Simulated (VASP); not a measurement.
Set up this calculation in VASP 6.6.1, as the native input.

```yaml
Task: single point
Functional: PBE
Dispersion: D3(BJ)
Potentials_or_basis: VASP PAW PBE potentials, release 64 (Sn_d, O)
Cutoff: 520 eV
k_mesh: 7 × 7 × 1
Occupations: gaussian, width 0.05 eV
Spin: no spin polarisation
Dipole_correction: yes
Further_INCAR_settings: ALGO = Normal; EDIFF = 1e-07; NBANDS = 50
```

The structure of SnO lies in POSCAR:

```
SnO
1.0
    3.8201631401      0.0000000000      0.0000000000
    0.0000000000      3.8201631401      0.0000000000
    0.0000000000      0.0000000000     22.2260824966
Sn O
4 4
Direct
    0.7500000000      0.2500000000      0.2024648294
    0.2500000000      0.7500000000      0.3087832167
    0.2500000000      1.1250000000      0.4932511724
   -0.2500000000      1.6250000000      0.5995695597
    0.2500000000      0.2500000000      0.2556240230
    0.7500000000      0.7500000000      0.2556240230
   -0.2500000000      1.1250000000      0.5464103660
    0.2500000000      1.6250000000      0.5464103660
```

This cell differs from its parent crystal: layers slid over each other.

One way to write it, as run:

INCAR

```
SYSTEM = SnO
PREC = Accurate
ENCUT = 520
EDIFF = 1E-7
ISMEAR = 0
SIGMA = 0.05
LREAL = .FALSE.
LASPH = .TRUE.
NELM = 100
ALGO = Normal
ISIF = 2
LWAVE = .FALSE.
LCHARG = .TRUE.
LDIPOL = .TRUE.
IDIPOL = 3
DIPOL = 0.5 0.5 0.401
GGA = PE
IVDW = 12
LELF = .TRUE.
LVHAR = .TRUE.
LVACPOTAV = .TRUE.
NBANDS = 50
```

KPOINTS

```
regular mesh
0
G
  7 7 1
  0 0 0
```

Potentials or basis: VASP PAW PBE potentials, release 64 (Sn_d, O).

Launch:

```bash
$ cat potpaw_PBE.64/Sn_d/POTCAR potpaw_PBE.64/O/POTCAR > POTCAR
$ mpirun -np 1 vasp_std > vasp.out
```

Results of the run:

| Quantity | Value |
| --- | --- |
| Largest force | 0.115 eV/Å |
| Band gap on the k mesh | 2.39 eV (least direct gap 2.54 eV) |
| Dispersion energy per atom | -0.156 eV |

Caveat: the cell differs from its parent crystal (layers slid over each other); spin-orbit coupling is left out, which moves the levels of the heavy elements.

Run time: 3.6 min on 1 thread of Intel(R) Xeon(R) 6975P-C (Granite Rapids) (shared host), peak memory 0.44 GiB.
